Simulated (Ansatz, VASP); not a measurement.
## Two plane-wave programs on SiC

```xyz
4
Lattice="3.0389 0.0000 0.0000 -1.5195 2.6318 0.0000 0.0000 0.0000 5.2528" Properties=species:S:1:pos:R:3 pbc="T T T"
Si    0.0000    1.7545    0.0240
Si    1.5195    0.8773    2.6504
C     0.0000    1.7545    1.9200
C     1.5195    0.8773    4.5464
```

Alike in both runs: task single point; functional PBE; k mesh 12 × 12 × 6; occupations gaussian, width 0.05 eV; no spin polarisation.

```csv
,VASP,Ansatz
version,VASP 6.6.1,Ansatz 0.2.0
potentials or method,"VASP PAW PBE potentials, release 64 (Si, C), cutoff 520 eV","scalar-relativistic, plane waves, PAW"
valence electrons in the cell,16,16
```

|  | VASP | Ansatz | Ansatz less VASP |
| --- | --- | --- | --- |
| gap on the k mesh at the Fermi level (eV) | 1.50 | 1.51 | +0.007 |
| least direct gap on the mesh (eV) | 4.18 | 4.18 | +0.005 |
| pressure (GPa) | -0.3 | -0.3 | +0.02 |
| traceless stress, the component that is largest in VASP (GPa) | -14.46 | -14.39 | +0.071 |
| rms of the force components (eV/Å) | 0.565 | 0.565 | -0.0004 |

Atom by atom the forces differ by 0.000 eV/Å (rms over components). The functional is the same, so the differences come from potentials, cutoffs and numerics.
